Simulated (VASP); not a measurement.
## HfGe3: single point with PBE

The system is HfGe3.

```xyz
4
Lattice="4.2445 0.0000 0.0000 0.0000 4.2445 0.0000 0.0000 0.0000 4.2445" Properties=species:S:1:pos:R:3 pbc="T T T"
Hf    0.0000    0.0000    0.0000
Ge    0.0000    2.1223    2.1223
Ge    2.1223    2.1223    0.0000
Ge    2.1223    0.0000    2.1223
```

```
Program             : VASP 6.6.1
Task                : single point
Functional          : PBE
Potentials or basis : VASP PAW PBE potentials, release 64 (Hf_pv, Ge_d)
Cutoff              : 520 eV
k mesh              : 8 × 8 × 8
Occupations         : gaussian, width 0.05 eV
Spin                : no spin polarisation
```

```json
{
 "Pressure": "-3.5 GPa",
 "Band gap on the k mesh": "zero (bands 26 and 27 overlap by 1.56 eV)"
}
```

Levels at points of the mesh, in eV from the Fermi level:
```csv
k point,band 22,band 23,band 24,band 25,band 26,band 27,band 28,band 29,band 30,band 31
"(0.00, 0.00, 0.00)",-3.76,-3.76,-3.76,0.41,0.41,0.41,0.49,1.27,1.27,1.88
"(0.50, 0.00, 0.00)",-3.65,-3.65,-3.09,-0.89,-0.80,-0.80,0.36,0.63,1.82,2.43
"(0.50, 0.50, 0.00)",-6.26,-2.47,-2.47,-1.20,-0.41,0.17,0.17,0.78,1.18,2.59
"(0.50, 0.50, 0.50)",-5.88,-4.59,-4.59,-4.59,-0.76,1.71,1.71,2.73,2.73,2.73
```

Run time: 92 s on 1 thread of Intel Xeon 8259CL (shared host), peak memory 0.22 GiB.

Caveat: the cell stands under tension; spin-orbit coupling is left out, which moves the levels of the heavy elements.
